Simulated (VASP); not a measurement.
Write the native input for VASP 6.6.1 that does the following.

```yaml
Task: single point
Functional: PBE
Potentials_or_basis: VASP PAW PBE potentials, release 64 (Cu, O)
Cutoff: 600 eV
k_mesh: 8 × 8 × 8
Occupations: gaussian, width 0.02 eV
Spin: no spin polarisation
Dipole_correction: no
Further_INCAR_settings: ALGO = Normal; EDIFF = 1e-06; NBANDS = 37
```

The structure of Cu2O lies in POSCAR:

```
Cu2O
1.0
    4.2989496351      0.0000000000      0.0000000000
    0.0000000000      4.2989496351      0.0000000000
    0.0000000000      0.0000000000      4.2989496351
Cu O
4 2
Direct
    0.2500000000      0.2500000000      0.7500000000
    0.7500000000      0.2500000000      0.2500000000
    0.2500000000      0.7500000000      0.2500000000
    0.7500000000      0.7500000000      0.7500000000
    0.5000000000      0.5000000000      0.5000000000
    0.0000000000      0.0000000000      0.0000000000
```

These files were run (other wordings do the same):

INCAR

```
PREC = Accurate
ENCUT = 600
EDIFF = 1E-6
ISMEAR = 0
SIGMA = 0.02
LREAL = False
LASPH = True
NELM = 120
ALGO = Normal
ISIF = 2
LWAVE = False
LCHARG = True
GGA = PE
LELF = True
LVHAR = True
NBANDS = 37
GGA_COMPAT = False
```

KPOINTS

```
Automatic mesh
0
Gamma
  8 8 8
```

Potentials or basis: VASP PAW PBE potentials, release 64 (Cu, O).

Launch:

```console
$ cat potpaw_PBE.64/Cu/POTCAR potpaw_PBE.64/O/POTCAR > POTCAR
$ mpirun -np 1 vasp_std > vasp.out
```

It gave:

* Pressure: 0.6 GPa
* Band gap on the k mesh: 0.48 eV

Caveat: semilocal functionals underestimate gaps, and a narrow one can read as zero.

Wall time 2.9 min on 1 thread of Intel Xeon 8259CL (shared host), peak memory 0.26 GiB.
